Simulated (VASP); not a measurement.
# As in VASP: single point with PBE

Aim: the single point of As with PBE.

Program: VASP 6.6.1. These are calculated values, not measurements. Logs are shortened: lines on timing, memory, paths and dates and some standing lists are left out, and cuts for length are marked.

## (1) The cell of the first run

The cell holds a slab with vacuum, 2 atoms: a = 3.619 Å, b = 3.619 Å, c = 22.500 Å, α = 90.00°, β = 90.00°, γ = 120.00°.

## (2) Single point, PBE

File INCAR:

```
SYSTEM = As
PREC = Accurate
ENCUT = 400
EDIFF = 1E-6
ISMEAR = 0
SIGMA = 0.04
LREAL = .False.
LASPH = .True.
NELM = 120
ALGO = Normal
ISIF = 2
LWAVE = .False.
LCHARG = .False.
LDIPOL = .True.
IDIPOL = 3
DIPOL = 0.5 0.5 0.635
GGA = PE
NBANDS = 22
GGA_COMPAT = .False.
NELMDL = -8
```

File KPOINTS:

```
regular mesh
0
Gamma
  12 12 1
  0 0 0
```

File POSCAR:

```
As
1.0
    3.6188151869      0.0000000000      0.0000000000
   -1.8094075934      3.1339858834      0.0000000000
    0.0000000000      0.0000000000     22.5000000000
As
2
Direct
    0.0000000000      0.0000000000      0.6052069157
    0.6666666667      0.3333333333      0.6655501610
```

Potentials or basis: VASP PAW PBE potentials, release 64 (As_d).

Started as:

```sh
cat potpaw_PBE.64/As_d/POTCAR > POTCAR
mpirun -np 1 vasp_std > vasp.out
```

OUTCAR:

```text
SYSTEM = As
   PREC = Accurate
   ENCUT = 400
   EDIFF = 1E-6
   ISMEAR = 0
   LREAL = .False.
   LASPH = .True.
   NELM = 120
   ISIF = 2
   GGA = PE
   NELMDL = -8

 ion  position               nearest neighbor table
   1  0.000  0.000  0.605-   2 2.49   2 2.49   2 2.49
   2  0.667  0.333  0.666-   1 2.49   1 2.49   1 2.49

  LATTYP: Found a hexagonal cell.
 ALAT       =     3.6188151869
 C/A-ratio  =     6.2175045804

  Lattice vectors:

 A1 = (   3.6188151869,   0.0000000000,   0.0000000000)
 A2 = (  -1.8094075934,   3.1339858834,   0.0000000000)
 A3 = (   0.0000000000,   0.0000000000,  22.5000000000)

Analysis of symmetry for initial positions (statically):
=====================================================================
 Subroutine PRICEL returns:
 Original cell was already a primitive cell.

 Routine SETGRP: Setting up the symmetry group for a
 hexagonal supercell.

 Subroutine GETGRP returns: Found 12 space group operations
 (whereof  6 operations were pure point group operations)
 out of a pool of 24 trial point group operations.

The static configuration has the point symmetry C_3v.
 The point group associated with its full space group is D_3d.

Analysis of symmetry for dynamics (positions and initial velocities):
=====================================================================
 Subroutine PRICEL returns:
 Original cell was already a primitive cell.

 Routine SETGRP: Setting up the symmetry group for a
 hexagonal supercell.

 Subroutine GETGRP returns: Found 12 space group operations
 (whereof  6 operations were pure point group operations)
 out of a pool of 24 trial point group operations.

The dynamic configuration has the point symmetry C_3v.
 The point group associated with its full space group is D_3d.

 Subroutine INISYM returns: Found 12 space group operations
 (whereof  6 operations are pure point group operations),
 and found     1 'primitive' translations

----------------------------------------------------------------------------------------

                                     Primitive cell

  volume of cell :     255.1796

  direct lattice vectors                    reciprocal lattice vectors
     3.618815187  0.000000000  0.000000000     0.276333537  0.159541242  0.000000000
    -1.809407593  3.133985883  0.000000000     0.000000000  0.319082484  0.000000000
     0.000000000  0.000000000 22.500000000     0.000000000  0.000000000  0.044444444

  length of vectors
[... 80 lines left out ...]
   IBRION =     -1    ionic relax: 0-MD 1-quasi-New 2-CG
   NFREE  =      0    steps in history (QN), initial steepest desc. (CG)
   ISIF   =      2    stress and relaxation
   ISYM   =      2    0-nonsym 1-usesym 2-fastsym
   POTIM  = 0.5000    time-step for ionic-motion
   TEBEG  =    0.0;   TEEND  =   0.0 temperature during run
   PSTRESS=    0.0 pullay stress
   NELECT =      30.0000    total number of electrons
   NUPDOWN=      -1.0000    fix difference up-down
   EMIN   =  10.00;   EMAX   =-10.00  energy-range for DOS
   EFERMI =   0.00;   METHOD = LEGACY
   ISMEAR =     0;   SIGMA  =   0.04  broadening in eV -4-tet -1-fermi 0-gaus
   EFERMI_NEDOS =   21; number of points for ismear=-14 and -15
   IALGO  =     38    algorithm
   IMIX   =      4    mixing-type and parameters
     AMIX     =   0.40;   BMIX     =  1.00
     AMIX_MAG =   1.60;   BMIX_MAG =  1.00
  volume/ion in A,a.u.               =     127.59       861.02
  Fermi-wavevector in a.u.,A,eV,Ry     =   0.801986  1.515533  8.751008  0.643181
  Thomas-Fermi vector in A             =   1.909577
   LORBIT       =      0    0 simple, 1 ext, 2 COOP (PROOUT), +10 PAW based schemes
   GGA     = PE    functional components
   LHFCALC =     F    Hartree Fock is set to
   AEXX    =    0.0000 exact exchange contribution
   IVDW    =     0    specifies the selected vdW correction
   LEPSILON=     F    determine dielectric tensor
   LRPA    =     F    only Hartree local field effects (RPA)
 non-spin polarized calculation
 Gauss-broadening in eV      SIGMA  =   0.04
  energy-cutoff  :      400.00
  volume of cell :      255.18
 maximum number of plane-waves:      4672
 NGX is ok and might be reduce to    24
   NGX = 11   NGY = 11   NGZ = 73

 dipolmoment           0.000000      0.000000     -0.000001 electrons x Angstroem

 number of electron      30.0000011 magnetization

 dipolmoment           0.000000      0.000000      0.000004 electrons x Angstroem

 Free energy of the ion-electron system (eV)
  ---------------------------------------------------
  ext. energy  EPLUGINS =         0.00000000
  ---------------------------------------------------
  free energy    TOTEN  =        -9.35216440 eV

  energy without entropy =       -9.35216440  energy(sigma->0) =       -9.35216440

 E-fermi :  -3.9532     XC(G=0):  -2.4364

 val. band max:       -4.1976389912   @ k =   0.0000   0.0000   0.0000
 cond. band min:      -2.4069518954   @ k =   0.3333   0.0000   0.0000
 fundamental gap:      1.7906870958
 Fermi energy:        -3.9531538706

 k-point     1 :       0.0000    0.0000    0.0000
  band No.  band energies     occupation
      1     -39.1719      2.00000
      2     -39.1719      2.00000
      3     -39.1322      2.00000
      4     -39.1322      2.00000
      5     -39.0752      2.00000
      6     -39.0543      2.00000
[... 464 lines left out ...]
     21       4.7900      0.00000
     22       5.6096      0.00000

------------------------ aborting loop because EDIFF is reached ----------------------------------------

 vacuum level on the upper side and lower side of the slab       (xc-potential included)        -0.007        -0.007

  FORCE on cell =-STRESS in cart. coord.  units (eV):
  Direction    XX          YY          ZZ          XY          YZ          ZX
  --------------------------------------------------------------------------------------
  -------------------------------------------------------------------------------------
  Total       -0.0288969     -0.0288969      0.4765307     -0.0000000     -0.0000000     -0.0000000
  in kB       -0.1814328     -0.1814328      2.9919581     -0.0000000     -0.0000000     -0.0000000
  external PRESSURE =       0.8763641 kB  Pullay stress =       0.0000000 kB

 VOLUME and BASIS-vectors are now :
 -----------------------------------------------------------------------------
  energy-cutoff  :      400.00
  volume of cell :      255.18
      direct lattice vectors                 reciprocal lattice vectors
     3.618815187  0.000000000  0.000000000     0.276333537  0.159541242  0.000000000
    -1.809407593  3.133985883  0.000000000     0.000000000  0.319082484  0.000000000
     0.000000000  0.000000000 22.500000000     0.000000000  0.000000000  0.044444444

 POSITION                                       TOTAL-FORCE (eV/Angst)
 -----------------------------------------------------------------------------------
      0.00000      0.00000     13.61716         0.000000      0.000000     -0.404485
      1.80941      1.04466     14.97488        -0.000000     -0.000000      0.404485
 -----------------------------------------------------------------------------------
    total drift:                               -0.000001     -0.000000     -0.000015

  FREE ENERGIE OF THE ION-ELECTRON SYSTEM (eV)
  ---------------------------------------------------
  free  energy   TOTEN  =        -9.3521643990 eV

  energy  without entropy=       -9.3521643990  energy(sigma->0) =       -9.35216440

 vacuum level on the upper side and lower side of the slab         1.381         1.381
```

OSZICAR:

```text
N       E                     dE             d eps       ncg     rms          rms(c)
DAV:   1     0.237016684172E+03    0.23702E+03   -0.14701E+04  1034   0.312E+03
DAV:   2     0.311771331138E+02   -0.20584E+03   -0.19529E+03   902   0.768E+02
DAV:   3    -0.705900133161E+01   -0.38236E+02   -0.37997E+02  1292   0.151E+02
DAV:   4    -0.926029879660E+01   -0.22013E+01   -0.21999E+01   994   0.473E+01
[... 12 lines left out ...]
DAV:  17    -0.935212461655E+01   -0.75440E-04   -0.39862E-06   864   0.167E-02    0.108E-03
DAV:  18    -0.935215147291E+01   -0.26856E-04   -0.71929E-07   796   0.581E-03    0.657E-04
DAV:  19    -0.935216109269E+01   -0.96198E-05   -0.27095E-07   768   0.470E-03    0.350E-04
DAV:  20    -0.935216353169E+01   -0.24390E-05   -0.74312E-08   714   0.329E-03    0.104E-04
DAV:  21    -0.935216439897E+01   -0.86728E-06   -0.28666E-08   680   0.222E-03
   1 F= -.93521644E+01 E0= -.93521644E+01  d E =-.186914E-19
```

stdout:

```text
POSCAR found type information on POSCAR As
 POSCAR found :  1 types and       2 ions
 scaLAPACK will be used
 LDA part: xc-table for (Slater+PW92), standard interpolation
 POSCAR, INCAR and KPOINTS ok, starting setup
 FFT: planning ... GRIDC
 FFT: planning ... GRID_SOFT
 FFT: planning ... GRID
 WAVECAR not read
 entering main loop
```

Wall time 74 s (1 thread of Intel Xeon Platinum 8259CL at 2.50GHz (Skylake/Cascade Lake), shared host); peak memory 0.29 GiB.

What came out:

| Item | Value |
| --- | --- |
| Free energy | -9.3522 eV |
| Largest force | 0.404 eV/Å |
| Band gap on the k mesh | 1.79 eV (least direct gap 1.95 eV) |

Forces on the atoms (eV/Å):
```
As   0.000  0.000 -0.404
As   0.000  0.000  0.404
```
